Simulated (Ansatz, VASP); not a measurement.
**C: VASP beside Ansatz**

The input INCAR:

```
SYSTEM = C
ALGO = Normal
EDIFF = 1E-6
ENCUT = 520
ISIF = 2
ISMEAR = 0
LASPH = .TRUE.
LCHARG = .FALSE.
LREAL = .FALSE.
LWAVE = .FALSE.
NBANDS = 11
NELM = 60
PREC = Accurate
SIGMA = 0.05
```

File KPOINTS:

```
k-points
0
G
  13 13 13
  0 0 0
```

Contents of POSCAR:

```
C
1.0
    0.0000000000      1.7592674508      1.7592674508
    1.7592674508      0.0000000000      1.7592674508
    1.7592674508      1.7592674508      0.0000000000
C
2
Direct
    0.7500000000      0.7500000000      0.7500000000
    0.5000000000      0.5000000000      0.5000000000
```

File input.yaml:

```yaml
crystal:
  lattice:
    - [0.0, 1.7592674508, 1.7592674508]
    - [1.7592674508, 0.0, 1.7592674508]
    - [1.7592674508, 1.7592674508, 0.0]
  atoms:
    - { symbol: C, position: [0.75, 0.75, 0.75] }
    - { symbol: C, position: [0.5, 0.5, 0.5] }
kpoints:
  mp_grid: { grid: [13, 13, 13] }
scf:
  occupations: { method: gaussian, width: 0.05 }
hamiltonian:
  xc: lda
  pseudopotentials: { kind: all_electron, lapw: { basis_error: 0.001 } }
output:
  forces: true
  stress: true
  eigenvalues: true
```

Change from the starting cell: volume scaled by 0.96.

Alike in both runs: task single point; functional LDA; k mesh 13 × 13 × 13; occupations gaussian, width 0.05 eV; no spin polarisation.

```csv
,VASP,Ansatz
version,VASP 6.6.1,Ansatz 0.2.0
potentials or method,"VASP PAW LDA potentials, release 64 (C), cutoff 520 eV","all-electron LAPW, scalar-relativistic"
```

|  | VASP | Ansatz | Ansatz less VASP |
| --- | --- | --- | --- |
| gap on the k mesh at the Fermi level (eV) | 4.21 | 4.21 | +0.006 |
| least direct gap on the mesh (eV) | 5.66 | 5.66 | +0.003 |
| pressure (GPa) | 7.0 | 5.5 | -1.54 |

LDA's correlation is that of Perdew and Zunger in VASP and of Perdew and Wang (1992) in Ansatz. Ansatz ran all-electron here, and VASP with PAW potentials.
